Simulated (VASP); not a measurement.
SnO2, 3 atoms in the cell. It takes space group P-3m1 (No. 164, trigonal). The conventional cell has a = 3.228 Å, b = 3.228 Å, c = 5.490 Å, α = 90.00°, β = 90.00°, γ = 120.00°. Sn (site symmetry -3m) has 6 O at 2.12 Å within 2.8 Å. O (site symmetry 3m) has 3 Sn at 2.12 Å and 3 O at 2.75 Å within 2.8 Å. 

```yaml
Program: VASP 6.6.1
Task: single point
Functional: PBE
Potentials_or_basis: VASP PAW PBE potentials, release 64 (Sn_d, O)
Cutoff: 520 eV
k_mesh: 12 × 12 × 6
Occupations: gaussian, width 0.02 eV
Spin: no spin polarisation
Dipole_correction: no
Further_INCAR_settings: ALGO = Normal; EDIFF = 1e-06; NBANDS = 20
```

Potentials or basis: VASP PAW PBE potentials, release 64 (Sn_d, O).

The run is started by

```bash
$ cat potpaw_PBE.64/Sn_d/POTCAR potpaw_PBE.64/O/POTCAR > POTCAR
$ mpirun -np 1 vasp_std > vasp.out
```

Hardware: 1 thread of Intel(R) Xeon(R) 6975P-C (Granite Rapids), on a shared host.

**Question.** Estimate the wall time of this run.

**Answer.** Wall time 27 s on 1 thread of Intel(R) Xeon(R) 6975P-C (Granite Rapids) (shared host), peak memory 0.22 GiB. Counts: scf iterations 13, k points 100.
